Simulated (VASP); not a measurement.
# P in VASP: single point with PBEsol

Aim: the single point of P with PBEsol.

All numbers are computed with VASP 6.6.1; they aren't measurements. Logs are shortened: lines on timing, memory, paths and dates and some standing lists are left out, and cuts for length are marked.

### 1 The cell of the first run

The cell holds a slab with vacuum, 4 atoms: a = 3.284 Å, b = 34.857 Å, c = 4.632 Å, α = 90.00°, β = 90.00°, γ = 90.00°.

### 2 Single point, PBEsol (atoms moved at random)

The input, INCAR:

```
SYSTEM = P
  PREC = Accurate
  ENCUT = 520
  EDIFF = 1E-7
  ISMEAR = 0
  SIGMA = 0.05
  LREAL = .FALSE.
  LASPH = .TRUE.
  NELM = 60
  ALGO = Normal
  ISIF = 2
  LWAVE = .FALSE.
  LCHARG = .FALSE.
  GGA = PS
  NBANDS = 18
```

The input, KPOINTS:

```
Automatic mesh
0
G
  8 1 6
  0 0 0
```

The input, POSCAR:

```
P
1.0
    3.2837277200      0.0000000000      0.0000000000
    0.0000000000     34.8570309900      0.0000000000
    0.0000000000      0.0000000000      4.6320847100
P
4
Direct
    0.0174346628      0.9706015534      0.6054481224
   -0.0080827727      0.0321035187      0.3894092291
    0.5127889104      0.0256106478      0.0874785944
    0.4778591994      0.9716842801      0.9176640540
```

Potentials or basis: VASP PAW PBE potentials, release 64 (P).

The run is started by

```bash
$ cat potpaw_PBE.64/P/POTCAR > POTCAR
$ mpirun -np 1 vasp_std > vasp.out
```

OUTCAR:

```text
SYSTEM = P
   PREC = Accurate
   ENCUT = 520
   EDIFF = 1E-7
   ISMEAR = 0
   LREAL = .FALSE.
   LASPH = .TRUE.
   NELM = 60
   ISIF = 2
   GGA = PS

 ion  position               nearest neighbor table
   1  0.017  0.971  0.605-   4 2.09   4 2.29   2 2.37
   2  0.992  0.032  0.389-   3 2.12   3 2.22   1 2.37
   3  0.513  0.026  0.087-   4 2.04   2 2.12   2 2.22
   4  0.478  0.972  0.918-   3 2.04   1 2.09   1 2.29

  LATTYP: Found a simple orthorhombic cell.
 ALAT       =     3.2837277200
 B/A-ratio  =     1.4106177811
 C/A-ratio  =    10.6150795566

  Lattice vectors:

 A1 = (  -3.2837277200,   0.0000000000,   0.0000000000)
 A2 = (   0.0000000000,   0.0000000000,   4.6320847100)
 A3 = (   0.0000000000,  34.8570309900,   0.0000000000)

Analysis of symmetry for initial positions (statically):
=====================================================================
 Subroutine PRICEL returns:
 Original cell was already a primitive cell.

 Routine SETGRP: Setting up the symmetry group for a
 simple orthorhombic supercell.

 Subroutine GETGRP returns: Found  1 space group operations
 (whereof  1 operations were pure point group operations)
 out of a pool of  8 trial point group operations.

The static configuration has the point symmetry C_1 .

Analysis of symmetry for dynamics (positions and initial velocities):
=====================================================================
 Subroutine PRICEL returns:
 Original cell was already a primitive cell.

 Routine SETGRP: Setting up the symmetry group for a
 simple orthorhombic supercell.

 Subroutine GETGRP returns: Found  1 space group operations
 (whereof  1 operations were pure point group operations)
 out of a pool of  8 trial point group operations.

The dynamic configuration has the point symmetry C_1 .

 Subroutine INISYM returns: Found  1 space group operations
 (whereof  1 operations are pure point group operations),
 and found     1 'primitive' translations

----------------------------------------------------------------------------------------

                                     Primitive cell

  volume of cell :     530.1930

  direct lattice vectors                    reciprocal lattice vectors
     3.283727720  0.000000000  0.000000000     0.304531948  0.000000000  0.000000000
     0.000000000 34.857030990  0.000000000     0.000000000  0.028688617  0.000000000
     0.000000000  0.000000000  4.632084710     0.000000000  0.000000000  0.215885516

  length of vectors
     3.283727720 34.857030990  4.632084710     0.304531948  0.028688617  0.215885516

  position of ions in fractional coordinates (direct lattice)
     0.017434663  0.970601553  0.605448122
     0.991917227  0.032103519  0.389409229
     0.512788910  0.025610648  0.087478594
     0.477859199  0.971684280  0.917664054

  ion indices of the primitive-cell ions
   primitive index   ion index
                 1           1
                 2           2
                 3           3
                 4           4

----------------------------------------------------------------------------------------

 KPOINTS: Automatic mesh

Automatic generation of k-mesh.
 Grid dimensions read from file:
 generate k-points for:    8    1    6

 Generating k-lattice:

  Cartesian coordinates                     Fractional coordinates (reciprocal lattice)
     0.038066494  0.000000000  0.000000000     0.125000000  0.000000000  0.000000000
     0.000000000  0.028688617  0.000000000     0.000000000  1.000000000  0.000000000
     0.000000000  0.000000000  0.035980919     0.000000000  0.000000000  0.166666667

  Length of vectors
     0.038066494  0.028688617  0.035980919

  Shift w.r.t. Gamma in fractional coordinates (k-lattice)
     0.000000000  0.000000000  0.000000000

 Subroutine IBZKPT returns following result:
 ===========================================

 Found     26 irreducible k-points:

 Following reciprocal coordinates:
            Coordinates               Weight
  0.000000  0.000000  0.000000      1.000000
  0.125000  0.000000  0.000000      2.000000
  0.250000  0.000000  0.000000      2.000000
  0.375000  0.000000  0.000000      2.000000
  0.500000  0.000000  0.000000      1.000000
  0.000000  0.000000  0.166667      2.000000
[... 16 lines left out ...]
  0.125000  0.000000  0.500000      2.000000
  0.250000  0.000000  0.500000      2.000000
 [... further k-points ...]
   k-points           NKPTS =     26   k-points in BZ     NKDIM =     26   number of bands    NBANDS=     18
   number of dos      NEDOS =    301   number of ions     NIONS =      4
   total plane-waves  NPLWV = 233280
   dimension x,y,z NGX =    24 NGY =  270 NGZ =   36
   dimension x,y,z NGXF=    48 NGYF=  540 NGZF=   72
   ions per type =               4
   NGX,Y,Z   is equivalent  to a cutoff of  12.15, 12.88, 12.92 a.u.
   NGXF,Y,Z  is equivalent  to a cutoff of  24.30, 25.75, 25.84 a.u.
 SYSTEM =  P
   PREC   = accura    normal or accurate (medium, high low for compatibility)
   ISTART =      0    job   : 0-new  1-cont  2-samecut
   ICHARG =      2    charge: 1-file 2-atom 10-const
   ISPIN  =      1    spin polarized calculation?
   LNONCOLLINEAR =      F non collinear calculations
   LSORBIT =      F    spin-orbit coupling
   LASPH  =      T    aspherical Exc in radial PAW
   ENCUT  =  520.0 eV  38.22 Ry    6.18 a.u.   6.11 64.81  8.61*2*pi/ulx,y,z
   NELM   =     60;   NELMIN=  2; NELMDL= -5     # of ELM steps
   EDIFF  = 0.1E-06   stopping-criterion for ELM
   LREAL  =      F    real-space projection
   EDIFFG = 0.1E-05   stopping-criterion for IOM
   NSW    =      0    number of steps for IOM
   IBRION =     -1    ionic relax: 0-MD 1-quasi-New 2-CG
   NFREE  =      0    steps in history (QN), initial steepest desc. (CG)
   ISIF   =      2    stress and relaxation
   ISYM   =      2    0-nonsym 1-usesym 2-fastsym
   POTIM  = 0.5000    time-step for ionic-motion
   TEBEG  =    0.0;   TEEND  =   0.0 temperature during run
   PSTRESS=    0.0 pullay stress
   NELECT =      20.0000    total number of electrons
   NUPDOWN=      -1.0000    fix difference up-down
   EMIN   =  10.00;   EMAX   =-10.00  energy-range for DOS
   EFERMI =   0.00;   METHOD = LEGACY
   ISMEAR =     0;   SIGMA  =   0.05  broadening in eV -4-tet -1-fermi 0-gaus
   EFERMI_NEDOS =   21; number of points for ismear=-14 and -15
   IALGO  =     38    algorithm
   IMIX   =      4    mixing-type and parameters
     AMIX     =   0.40;   BMIX     =  1.00
     AMIX_MAG =   1.60;   BMIX_MAG =  1.00
  volume/ion in A,a.u.               =     132.55       894.48
  Fermi-wavevector in a.u.,A,eV,Ry     =   0.549044  1.037542  4.101461  0.301449
  Thomas-Fermi vector in A             =   1.580001
   LORBIT       =      0    0 simple, 1 ext, 2 COOP (PROOUT), +10 PAW based schemes
   GGA     = PS    functional components
   LHFCALC =     F    Hartree Fock is set to
   AEXX    =    0.0000 exact exchange contribution
   IVDW    =     0    specifies the selected vdW correction
   LEPSILON=     F    determine dielectric tensor
   LRPA    =     F    only Hartree local field effects (RPA)
 non-spin polarized calculation
 Gauss-broadening in eV      SIGMA  =   0.05
  energy-cutoff  :      520.00
  volume of cell :      530.19
 maximum number of plane-waves:     14344
   NGX = 13   NGY =129   NGZ = 17

 number of electron      20.0000000 magnetization

 Free energy of the ion-electron system (eV)
  ---------------------------------------------------
  ext. energy  EPLUGINS =         0.00000000
  ---------------------------------------------------
  free energy    TOTEN  =       -22.33841521 eV

  energy without entropy =      -22.33841521  energy(sigma->0) =      -22.33841521

 E-fermi :  -3.1758     XC(G=0):  -1.7446

 val. band max:       -3.4638342035   @ k =   0.1250   0.0000   0.0000
 cond. band min:      -2.5166561620   @ k =   0.0000   0.0000   0.0000
 fundamental gap:      0.9471780415
 Fermi energy:        -3.1758118249

 k-point     1 :       0.0000    0.0000    0.0000
  band No.  band energies     occupation
      1     -18.9720      2.00000
      2     -16.2721      2.00000
      3     -13.0726      2.00000
      4      -9.3227      2.00000
      5      -8.2905      2.00000
      6      -7.9948      2.00000
[... 10 lines left out ...]
     17       1.6376      0.00000
     18       1.7725      0.00000

 k-point     2 :       0.1250    0.0000    0.0000
  band No.  band energies     occupation
      1     -18.7873      2.00000
      2     -16.0804      2.00000
      3     -13.1361      2.00000
      4      -9.2147      2.00000
      5      -8.2792      2.00000
      6      -8.1931      2.00000
[... 10 lines left out ...]
     17       1.8536      0.00000
     18       1.9344      0.00000

 k-point     3 :       0.2500    0.0000    0.0000
  band No.  band energies     occupation
      1     -18.2422      2.00000
      2     -15.5182      2.00000
      3     -13.5547      2.00000
      4      -9.7050      2.00000
      5      -9.3269      2.00000
      6      -8.6756      2.00000
[... 10 lines left out ...]
     17       2.0519      0.00000
     18       2.4226      0.00000

 k-point     4 :       0.3750    0.0000    0.0000
  band No.  band energies     occupation
      1     -17.3775      2.00000
      2     -14.9280      2.00000
      3     -14.2458      2.00000
      4     -11.4782      2.00000
      5      -9.4545      2.00000
      6      -8.4154      2.00000
[... 10 lines left out ...]
     17       2.8068      0.00000
     18       2.9358      0.00000

 k-point     5 :       0.5000    0.0000    0.0000
  band No.  band energies     occupation
      1     -16.5632      2.00000
      2     -15.6874      2.00000
      3     -13.3195      2.00000
      4     -12.9194      2.00000
      5      -9.1575      2.00000
      6      -8.4994      2.00000
[... 10 lines left out ...]
     17       2.9450      0.00000
     18       3.4269      0.00000

 k-point     6 :       0.0000    0.0000    0.1667
  band No.  band energies     occupation
      1     -18.8471      2.00000
      2     -16.4878      2.00000
      3     -13.0280      2.00000
      4      -9.9540      2.00000
      5      -7.8328      2.00000
      6      -7.6251      2.00000
[... 10 lines left out ...]
     17       1.8306      0.00000
     18       1.9598      0.00000

 k-point     7 :       0.1250    0.0000    0.1667
  band No.  band energies     occupation
      1     -18.6584      2.00000
      2     -16.3233      2.00000
      3     -13.0060      2.00000
      4      -9.9594      2.00000
      5      -8.2925      2.00000
      6      -7.7535      2.00000
[... 10 lines left out ...]
     17       1.6410      0.00000
     18       2.0469      0.00000

 k-point     8 :       0.1250    0.0000   -0.1667
  band No.  band energies     occupation
      1     -18.6688      2.00000
      2     -16.2804      2.00000
      3     -13.0971      2.00000
      4      -9.7856      2.00000
      5      -8.4494      2.00000
      6      -7.9199      2.00000
[... 10 lines left out ...]
     17       1.6333      0.00000
     18       2.0457      0.00000
[... 229 lines left out ...]
     17       2.8579      0.00000
     18       3.6512      0.00000

 k-point    20 :       0.3750    0.0000   -0.3333
  band No.  band energies     occupation
      1     -17.0434      2.00000
      2     -15.3942      2.00000
      3     -13.9283      2.00000
      4     -11.8512      2.00000
      5      -9.5734      2.00000
      6      -8.9592      2.00000
[... 10 lines left out ...]
     17       3.0392      0.00000
     18       3.5075      0.00000

 k-point    21 :       0.5000    0.0000    0.3333
  band No.  band energies     occupation
      1     -16.3863      2.00000
      2     -15.3185      2.00000
      3     -13.8935      2.00000
      4     -13.0370      2.00000
      5      -9.2026      2.00000
      6      -8.6052      2.00000
[... 10 lines left out ...]
     17       2.8395      0.00000
     18       3.1856      0.00000

 k-point    22 :       0.0000    0.0000    0.5000
  band No.  band energies     occupation
      1     -18.1889      2.00000
      2     -17.4273      2.00000
      3     -12.4463      2.00000
      4     -11.5612      2.00000
      5      -6.6761      2.00000
      6      -6.5966      2.00000
[... 10 lines left out ...]
     17       2.1961      0.00000
     18       2.4531      0.00000

 k-point    23 :       0.1250    0.0000    0.5000
  band No.  band energies     occupation
      1     -18.0152      2.00000
      2     -17.2420      2.00000
      3     -12.3975      2.00000
      4     -11.4696      2.00000
      5      -7.8819      2.00000
      6      -7.5645      2.00000
[... 10 lines left out ...]
     17       2.4566      0.00000
     18       2.7138      0.00000

 k-point    24 :       0.2500    0.0000    0.5000
  band No.  band energies     occupation
      1     -17.5143      2.00000
      2     -16.6975      2.00000
      3     -12.5077      2.00000
      4     -11.4602      2.00000
      5      -9.3937      2.00000
      6      -9.0417      2.00000
[... 10 lines left out ...]
     17       2.7500      0.00000
     18       3.1138      0.00000

 [... further k-points ...]
[... 5 lines left out ...]
  --------------------------------------------------------------------------------------
  -------------------------------------------------------------------------------------
  Total        0.4399558      3.6999107      1.7772460      0.3109048      2.1857726      3.1309023
  in kB        1.3294917     11.1806694      5.3706160      0.9395156      6.6051324      9.4611967
  external PRESSURE =       5.9602590 kB  Pullay stress =       0.0000000 kB

 VOLUME and BASIS-vectors are now :
 -----------------------------------------------------------------------------
  energy-cutoff  :      520.00
  volume of cell :      530.19
      direct lattice vectors                 reciprocal lattice vectors
     3.283727720  0.000000000  0.000000000     0.304531948  0.000000000  0.000000000
     0.000000000 34.857030990  0.000000000     0.000000000  0.028688617  0.000000000
     0.000000000  0.000000000  4.632084710     0.000000000  0.000000000  0.215885516

 POSITION                                       TOTAL-FORCE (eV/Angst)
 -----------------------------------------------------------------------------------
      0.05725     33.83229      2.80449        -1.464786      0.607938     -0.845269
      3.25719      1.11903      1.80378         0.843715     -0.751506      1.075587
      1.68386      0.89271      0.40521        -0.809190      2.831373     -0.058859
      1.56916     33.87003      4.25070         1.430260     -2.687805     -0.171459
 -----------------------------------------------------------------------------------
    total drift:                               -0.000016     -0.000046     -0.000191

  FREE ENERGIE OF THE ION-ELECTRON SYSTEM (eV)
  ---------------------------------------------------
  free  energy   TOTEN  =       -22.3384152111 eV

  energy  without entropy=      -22.3384152111  energy(sigma->0) =      -22.33841521
```

Run time: 3.8 min. Hardware: 1 thread of AMD EPYC 9R45 (Zen 5), shared host; peak memory 0.56 GiB.

What came out:

```yaml
Free_energy: -22.3384 eV
Largest_force: 3.049 eV/Å
Band_gap_on_the_k_mesh: 0.95 eV, indirect (least direct gap 0.95 eV)
```

Forces in eV/Å, atoms in the order of the input:
```
P   -1.465  0.608 -0.845
P    0.844 -0.752  1.076
P   -0.809  2.831 -0.059
P    1.430 -2.688 -0.171
```

Caveat: the cell differs from its parent crystal (atoms moved at random); the PAW data sets were made with another functional, which shifts forces and pressure a little.
